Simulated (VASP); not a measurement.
A run of VASP 6.6.1 is set up as follows.

File INCAR:

```
SYSTEM = CdSe
  PREC = Accurate
  ENCUT = 500
  EDIFF = 1E-6
  ISMEAR = 0
  SIGMA = 0.02
  LREAL = .FALSE.
  LASPH = .TRUE.
  NELM = 120
  ALGO = Normal
  ISIF = 2
  LWAVE = .FALSE.
  LCHARG = .FALSE.
  GGA = PE
  NBANDS = 16
  GGA_COMPAT = .FALSE.
```

Contents of KPOINTS:

```
Automatic mesh
0
G
  8 8 8
  0 0 0
```

POSCAR

```
CdSe
1.0
    0.0000000000      3.0507750434      3.0507750434
    3.0507750434      0.0000000000      3.0507750434
    3.0507750434      3.0507750434      0.0000000000
Cd Se
1 1
Direct
    0.0000000000      0.0000000000      0.0000000000
    0.2500000000      0.2500000000      0.2500000000
```

Potentials or basis: VASP PAW PBE potentials, release 64 (Cd, Se).

Command:

```bash
$ cat potpaw_PBE.64/Cd/POTCAR potpaw_PBE.64/Se/POTCAR > POTCAR
$ mpirun -np 1 vasp_std > vasp.out
```

**Question.** Estimate the pressure.

**Answer.** 2.6 GPa.

**Question.** Estimate the band gap on the k mesh.

**Answer.** 0.59 eV, direct.

As with any semilocal functional, this PBE gap is likely too small.
